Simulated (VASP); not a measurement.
Set up this calculation in VASP 6.6.1, as the native input.

| Item | Value |
| --- | --- |
| Task | relaxation of cell and atoms |
| Functional | PBE |
| Potentials or basis | VASP PAW PBE potentials, release 64 (Ca_sv) |
| Cutoff | 600 eV |
| k mesh | 16 × 16 × 16 |
| Occupations | fermi-dirac, width 0.1 eV |
| Spin | no spin polarisation |
| Target pressure | 51 GPa |
| Dipole correction | no |
| Further INCAR settings | ALGO = Normal; EDIFF = 1e-07; IBRION = 2; EDIFFG = -0.005; NSW = 32; ISIF = 3 |

The structure of Ca lies in POSCAR:

```
Ca
1.0
    0.0000000000      2.0680613342      2.0680613342
    2.0680613342      0.0000000000      2.0680613342
    2.0680613342      2.0680613342      0.0000000000
Ca
1
Direct
    0.0000000000      0.0000000000      0.0000000000
```

The input as run:

INCAR

```
PREC = Accurate
ENCUT = 600
EDIFF = 1E-7
ISMEAR = -1
SIGMA = 0.1
LREAL = False
LASPH = True
NELM = 60
ALGO = Normal
ISIF = 3
LWAVE = False
LCHARG = False
GGA = PE
IBRION = 2
NSW = 32
EDIFFG = -0.005
PSTRESS = 510.0
```

KPOINTS

```
regular mesh
0
Gamma
  16 16 16
```

Potentials or basis: VASP PAW PBE potentials, release 64 (Ca_sv).

Command:

```bash
$ cat potpaw_PBE.64/Ca_sv/POTCAR > POTCAR
$ mpirun -np 1 vasp_std > vasp.out
```

Results of the run:

```
Relaxed volume                                             : 17.73 Å³/atom
Relaxed cell                                               : a = 2.927 Å, b = 2.927 Å, c = 2.927 Å, α = 60.00°, β = 60.00°, γ = 60.00°
Space group after relaxing (to 0.1 Å)                      : Fm-3m (No. 225)
Energy change on relaxing (the run minimises the enthalpy) : -13.8 meV/atom
Ionic steps                                                : 3
Pressure after relaxing                                    : 51.0 GPa
Band gap on the k mesh                                     : zero (bands 5 and 6 overlap by 0.99 eV)
```

Caveat: the cell is relaxed towards a set pressure, so the run minimises the enthalpy, not the energy.

Wall time 32 s on 1 thread of Intel(R) Xeon(R) Platinum 8375C CPU @ 2.90GHz (Ice Lake), with other jobs on the host, peak memory 0.17 GiB.
